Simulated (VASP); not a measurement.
# Cu (Cmcm) in VASP: a series of runs

Runs on Cu. Level: LDA. Tasks: single point.

Everything below comes from runs of VASP 6.6.1. Logs are shortened: lines on timing, memory, paths and dates and some standing lists are left out, and cuts for length are marked.

## Step 1: The cell of the first run

Symmetry: Cmcm, No. 63, orthorhombic system. Conventional cell: a = 2.682 Å, b = 4.037 Å, c = 4.037 Å, α = 90.00°, β = 90.00°, γ = 90.00°. Cu (site symmetry m2m) has 14 Cu at 2.42 to 3.01 Å within 3.2 Å.

## Step 2: Single point, LDA (atoms displaced along a vibrational mode)

The input, INCAR:

```
SYSTEM = Cu
ALGO = Fast
EDIFF = 1E-7
ENCUT = 520
ISIF = 2
ISMEAR = 0
LASPH = .TRUE.
LCHARG = .FALSE.
LREAL = .FALSE.
LWAVE = .FALSE.
NBANDS = 18
NELM = 60
PREC = Accurate
SIGMA = 0.15
```

The input, KPOINTS:

```
k-points
0
G
  20 20 12
  0 0 0
```

The input, POSCAR:

```
Cu
1.0
   -1.4273957350      1.4273957350      1.3410790631
    1.4273957350     -1.4273957350      1.3410790631
    2.8547914700      2.8547914700      0.0000000000
Cu
2
Direct
    0.0258837325     -0.0258837325      0.0000000000
    0.4741162675      0.5258837325      0.5000000000
```

Potentials or basis: VASP PAW LDA potentials, release 64 (Cu).

Started as:

```bash
> cat potpaw_LDA.64/Cu/POTCAR > POTCAR
> mpirun -np 1 vasp_std > vasp.out
```

OUTCAR:

```text
SYSTEM = Cu
   EDIFF = 1E-7
   ENCUT = 520
   ISIF = 2
   ISMEAR = 0
   LASPH = .TRUE.
   LREAL = .FALSE.
   NELM = 60
   PREC = Accurate

 ion  position               nearest neighbor table
   1  0.026  0.974  0.000-   2 2.43   2 2.43   2 2.43   2 2.43   2 2.71   2 2.71
   2  0.474  0.526  0.500-   1 2.43   1 2.43   1 2.43   1 2.43   1 2.71   1 2.71

  LATTYP: Found a base centered orthorhombic cell.
 ALAT       =     2.6821581262
 B/A-ratio  =     1.5052374337
 C/A-ratio  =     1.5052374337

  Lattice vectors:

 A1 = (  -1.4273957350,   1.4273957350,   1.3410790631)
 A2 = (   1.4273957350,  -1.4273957350,   1.3410790631)
 A3 = (   2.8547914700,   2.8547914700,   0.0000000000)

Analysis of symmetry for initial positions (statically):
=====================================================================
 Subroutine PRICEL returns:
 Original cell was already a primitive cell.

 Routine SETGRP: Setting up the symmetry group for a
 base centered orthorhombic supercell.

 Subroutine GETGRP returns: Found  8 space group operations
 (whereof  4 operations were pure point group operations)
 out of a pool of  8 trial point group operations.

The static configuration has the point symmetry C_2v.
 The point group associated with its full space group is D_2h.

Analysis of symmetry for dynamics (positions and initial velocities):
=====================================================================
 Subroutine PRICEL returns:
 Original cell was already a primitive cell.

 Routine SETGRP: Setting up the symmetry group for a
 base centered orthorhombic supercell.

 Subroutine GETGRP returns: Found  8 space group operations
 (whereof  4 operations were pure point group operations)
 out of a pool of  8 trial point group operations.

The dynamic configuration has the point symmetry C_2v.
 The point group associated with its full space group is D_2h.

 Subroutine INISYM returns: Found  8 space group operations
 (whereof  4 operations are pure point group operations),
 and found     1 'primitive' translations

----------------------------------------------------------------------------------------

                                     Primitive cell

  volume of cell :      21.8591

  direct lattice vectors                    reciprocal lattice vectors
[... 77 lines left out ...]
 SYSTEM =  Cu
   PREC   = accura    normal or accurate (medium, high low for compatibility)
   ISTART =      0    job   : 0-new  1-cont  2-samecut
   ICHARG =      2    charge: 1-file 2-atom 10-const
   ISPIN  =      1    spin polarized calculation?
   LNONCOLLINEAR =      F non collinear calculations
   LSORBIT =      F    spin-orbit coupling
   LASPH  =      T    aspherical Exc in radial PAW
   ENCUT  =  520.0 eV  38.22 Ry    6.18 a.u.   4.51  4.51  7.51*2*pi/ulx,y,z
   NELM   =     60;   NELMIN=  2; NELMDL= -5     # of ELM steps
   EDIFF  = 0.1E-06   stopping-criterion for ELM
   LREAL  =      F    real-space projection
   EDIFFG = 0.1E-05   stopping-criterion for IOM
   NSW    =      0    number of steps for IOM
   IBRION =     -1    ionic relax: 0-MD 1-quasi-New 2-CG
   NFREE  =      0    steps in history (QN), initial steepest desc. (CG)
   ISIF   =      2    stress and relaxation
   ISYM   =      2    0-nonsym 1-usesym 2-fastsym
   POTIM  = 0.5000    time-step for ionic-motion
   TEBEG  =    0.0;   TEEND  =   0.0 temperature during run
   PSTRESS=    0.0 pullay stress
   NELECT =      22.0000    total number of electrons
   NUPDOWN=      -1.0000    fix difference up-down
   EMIN   =  10.00;   EMAX   =-10.00  energy-range for DOS
   EFERMI =   0.00;   METHOD = LEGACY
   ISMEAR =     0;   SIGMA  =   0.15  broadening in eV -4-tet -1-fermi 0-gaus
   EFERMI_NEDOS =   21; number of points for ismear=-14 and -15
   IALGO  =     68    algorithm
   IMIX   =      4    mixing-type and parameters
     AMIX     =   0.40;   BMIX     =  1.00
     AMIX_MAG =   1.60;   BMIX_MAG =  1.00
  volume/ion in A,a.u.               =      10.93        73.76
  Fermi-wavevector in a.u.,A,eV,Ry     =   1.640607  3.100298 36.621342  2.691593
  Thomas-Fermi vector in A             =   2.731217
   LORBIT       =      0    0 simple, 1 ext, 2 COOP (PROOUT), +10 PAW based schemes
   GGA     = CA    functional components
   LHFCALC =     F    Hartree Fock is set to
   AEXX    =    0.0000 exact exchange contribution
   IVDW    =     0    specifies the selected vdW correction
   LEPSILON=     F    determine dielectric tensor
   LRPA    =     F    only Hartree local field effects (RPA)
 non-spin polarized calculation
 RMM-DIIS sequential band-by-band and
 Gauss-broadening in eV      SIGMA  =   0.15
  energy-cutoff  :      520.00
  volume of cell :       21.86
 maximum number of plane-waves:       607
 NGX is ok and might be reduce to    18
   NGX =  9   NGY =  9   NGZ = 15

 number of electron      22.0000010 magnetization

 Free energy of the ion-electron system (eV)
  ---------------------------------------------------
  ext. energy  EPLUGINS =         0.00000000
  ---------------------------------------------------
  free energy    TOTEN  =        -9.34496350 eV

  energy without entropy =       -9.33730854  energy(sigma->0) =       -9.34113602

 E-fermi :   8.3561     XC(G=0): -13.5625

 val. band max:        8.3441464656   @ k =   0.5000   0.2500   0.0000
 cond. band min:       8.3603962131   @ k =   0.5000   0.2000   0.0000
 fundamental gap:      0.0162497474
 Fermi energy:         8.3561299706

 k-point     1 :       0.0000    0.0000    0.0000
  band No.  band energies     occupation
      1      -1.5979      2.00000
      2       2.7856      2.00000
      3       4.3933      2.00000
      4       4.8253      2.00000
      5       5.0240      2.00000
      6       5.1076      2.00000
[... 481 lines left out ...]
      5       4.5820      2.00000
      6       4.6736      2.00000
[... 10 lines left out ...]
     17      25.6882      0.00000
     18      28.7787      0.00000

 [... further k-points ...]
[... 5 lines left out ...]
  --------------------------------------------------------------------------------------
  -------------------------------------------------------------------------------------
  Total        0.1588454      0.1588454      0.0413568     -0.0837759      0.0000000      0.0000000
  in kB       11.6426579     11.6426579      3.0312712     -6.1403969      0.0000000      0.0000000
  external PRESSURE =       8.7721957 kB  Pullay stress =       0.0000000 kB

 VOLUME and BASIS-vectors are now :
 -----------------------------------------------------------------------------
  energy-cutoff  :      520.00
  volume of cell :       21.86
      direct lattice vectors                 reciprocal lattice vectors
    -1.427395735  1.427395735  1.341079063    -0.175144141  0.175144141  0.372834096
     1.427395735 -1.427395735  1.341079063     0.175144141 -0.175144141  0.372834096
     2.854791470  2.854791470  0.000000000     0.175144141  0.175144141  0.000000000

 POSITION                                       TOTAL-FORCE (eV/Angst)
 -----------------------------------------------------------------------------------
      1.35350     -1.35350      1.34108        -0.036403      0.036403      0.000000
      1.50129      1.35350      1.34108         0.036403     -0.036403      0.000000
 -----------------------------------------------------------------------------------
    total drift:                               -0.000000     -0.000000      0.000000

  FREE ENERGIE OF THE ION-ELECTRON SYSTEM (eV)
  ---------------------------------------------------
  free  energy   TOTEN  =        -9.3449635040 eV

  energy  without entropy=       -9.3373085367  energy(sigma->0) =       -9.34113602
```

stdout:

```text
POSCAR found type information on POSCAR Cu
 POSCAR found :  1 types and       2 ions
[... 20 lines left out ...]
WARNING in EDDRMM: call to ZHEGV failed, returncode =   8  4     17
WARNING in EDDRMM: call to ZHEGV failed, returncode =   6  3     17
 num prob  num prob  num prob  num prob  num prob  num prob  num prob  num prob  num prob  num prob  num prob  num prob  num prob  num prob  num prob  num prob  num prob  num prob WARNING in EDDRMM: call to ZHEGV failed, returncode =   6  3     16
 num prob  num prob  num prob  num prob  num prob  num prob  num prob  num prob  num prob  num prob  num prob  num prob  num prob  num prob  num prob  num prob  num prob  num prob  num prob  num prob  num prob  num prob  num prob  num prob  num prob  num prob  num prob  num prob  num prob  num prob  num prob  num prob  num prob  num prob  num prob  num prob  num prob  num prob  num prob  num prob  num prob RMM:  16    -0.934496350400E+01   -0.88821E-08   -0.41886E-07 25132   0.648E-03
```

Wall time 6.3 min (1 thread of Intel Xeon 8259CL, shared host); peak memory 0.34 GiB.

Results:

```yaml
Free_energy: -9.3450 eV
Pressure: 0.9 GPa
Largest_force: 0.051 eV/Å
Band_gap_on_the_k_mesh: zero (bands 11 and 12 overlap by 6.66 eV)
```

Forces in eV/Å, atoms in the order of the input:
```
Cu  -0.036  0.036  0.000
Cu   0.036 -0.036  0.000
```

Caveat: the cell differs from its parent crystal (atoms displaced along a vibrational mode).

## Step 3: Single point, LDA

The input, INCAR:

```
SYSTEM = Cu
  PREC = Accurate
  ENCUT = 520
  EDIFF = 1E-6
  ISMEAR = 0
  SIGMA = 0.15
  LREAL = .FALSE.
  LASPH = .TRUE.
  NELM = 60
  ALGO = Fast
  ISIF = 2
  LWAVE = .FALSE.
  LCHARG = .FALSE.
  GGA = CA
  NBANDS = 18
```

The input, KPOINTS:

```
regular mesh
0
G
  20 20 12
  0 0 0
```

The input, POSCAR:

```
Cu
1.0
   -1.4273957350      1.4273957350      1.3410790631
    1.4273957350     -1.4273957350      1.3410790631
    2.8547914700      2.8547914700      0.0000000000
Cu
2
Direct
    0.0517674649     -0.0517674649      0.0000000000
    0.4482325351      0.5517674649      0.5000000000
```

Potentials or basis: VASP PAW LDA potentials, release 64 (Cu).

Started as:

```bash
> cat potpaw_LDA.64/Cu/POTCAR > POTCAR
> mpirun -np 1 vasp_std > vasp.out
```

It took 6 min on 1 thread of Intel Xeon 8259CL, shared host; peak memory 0.34 GiB.

It converged, with:

```
Free energy            : -9.3533 eV
Pressure               : 1.5 GPa
Largest force          : 0.007 eV/Å
Band gap on the k mesh : zero (bands 11 and 12 overlap by 6.40 eV)
```

Forces in eV/Å, atoms in the order of the input:
```
Cu  -0.005  0.005  0.000
Cu   0.005 -0.005  0.000
```

Stress tensor (GPa, compression positive):
```
 2.81 -2.08  0.00
-2.08  2.81  0.00
 0.00  0.00 -1.06
```

Levels at points of the mesh, in eV from the Fermi level:
```
           k point  band 8  band 9  band 10  band 11  band 12  band 13  band 14  band 15
(0.00, 0.00, 0.00)   -2.50   -2.39    -1.99    -1.65    -1.09     4.29    19.71    20.13
(0.50, 0.00, 0.00)   -1.93   -1.81    -1.79     0.06     0.99     8.26     8.73    10.31
(0.50, 0.50, 0.00)   -1.70   -1.57    -1.53    -0.10     3.53     8.44     8.71    10.20
(0.00, 0.00, 0.50)   -2.81   -2.31    -2.31    -1.99    -1.99    13.40    13.40    21.70
(0.50, 0.00, 0.50)   -2.04   -1.64    -1.64    -0.29    -0.29     4.88     4.88    17.87
(0.50, 0.50, 0.50)   -2.36   -1.55    -1.55     2.11     2.11     5.96     5.96    13.59
```
